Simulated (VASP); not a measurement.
**Al2InAs3: single point with PBE**

Al2InAs3:

```
Al In As
1.0
    -2.07507    2.07507    8.83075
     2.07507   -2.07507    8.83075
     2.07507    2.07507   -8.83075
Al In As
2 1 3
Direct
  0.82934 0.82934 0.00000
  0.17067 0.17067 0.00000
  0.50000 0.50000 0.00000
  0.40730 0.90730 0.50000
  0.09270 0.59270 0.50000
  0.75000 0.25000 0.50000
```

```yaml
Program: VASP 6.6.1
Task: single point
Functional: PBE
Potentials_or_basis: VASP PAW PBE potentials, release 64 (Al, In_d, As)
Cutoff: 520 eV
k_mesh: 6 × 6 × 6
Occupations: gaussian, width 0.1 eV
Spin: no spin polarisation
```

The pressure is 0.1 GPa and the band gap on the k mesh is 0.84 eV, direct.

Stress tensor (GPa, compression positive):
```
0.14 0.00 0.00
0.00 0.14 0.00
0.00 0.00 0.02
```

Levels at points of the mesh, in eV from the valence-band top:
```csv
k point,band 14,band 15,band 16,band 17,band 18,band 19,band 20,band 21
"(0.00, 0.00, 0.00)",-1.64,-0.19,0.00,0.00,0.84,1.67,2.09,2.66
"(0.50, 0.00, 0.00)",-1.21,-1.18,-0.90,-0.47,1.47,2.60,2.82,4.20
"(0.50, 0.50, 0.00)",-2.63,-2.61,-2.16,-2.15,1.48,2.00,3.05,3.15
"(0.50, 0.50, 0.50)",-1.03,-1.03,-0.55,-0.55,1.47,2.08,2.79,3.02
```

Run time: 8.3 min on 1 thread of AMD EPYC 7R43 64-Core Processor (Zen 3), on a shared host, peak memory 0.67 GiB.

Caveat: spin-orbit coupling is left out, which moves the levels of the heavy elements. A k mesh can miss the band edges.
